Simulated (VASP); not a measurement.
A run of VASP 6.6.1:

Contents of INCAR:

```
SYSTEM = ZnS
ALGO     = Normal         ! electronic algorithm
EDIFF    = 1E-6           ! SCF threshold, eV
ENCUT    = 520            ! plane-wave cutoff, eV
GGA      = PE             ! functional
ISIF     = 2              ! what is computed and relaxed
ISMEAR   = 0              ! smearing method
LASPH    = .True.         ! aspherical terms in the spheres
LCHARG   = .True.         ! write CHGCAR
LELF     = .True.         ! ELF
LREAL    = .False.        ! projectors in reciprocal space
LVHAR    = .True.       
LWAVE    = .False.        ! write WAVECAR
NBANDS   = 46             ! bands
NELM     = 100            ! most SCF steps
PREC     = Accurate       ! precision mode
SIGMA    = 0.05           ! smearing width, eV
```

The input KPOINTS:

```
k-points
0
Gamma
  7 7 3
  0 0 0
```

File POSCAR:

```
ZnS
1.0
   -2.7046500000     -2.7046500000      0.0000000000
    2.7046500000     -2.7046500000      0.0000000000
    0.0000000000      0.0000000000     11.8186000000
Zn S
4 4
Direct
    0.0000000000      0.0000000000      0.8581758838
    0.5000000000      0.5000000000      0.1716351768
    0.0000000000      0.0000000000      0.4004820791
    0.5000000000      0.5000000000      0.6293289814
    0.5000000000      0.0000000000      0.2860586279
    0.0000000000      0.5000000000      0.5149055303
    0.5000000000      0.0000000000      0.7437524326
    0.0000000000      0.5000000000      0.0572117256
```

Potentials or basis: VASP PAW PBE potentials, release 64 (Zn, S).

The run is started by

```console
$ cat potpaw_PBE.64/Zn/POTCAR potpaw_PBE.64/S/POTCAR > POTCAR
$ mpirun -np 1 vasp_std > vasp.out
```

Hardware: 1 thread of Intel Xeon 8259CL (shared host).

Question: How long does it take, and how much memory?

Answer: Wall time 4.8 min on 1 thread of Intel Xeon 8259CL, with other jobs on the host, peak memory 0.37 GiB. Counts: scf iterations 16, k points 32.
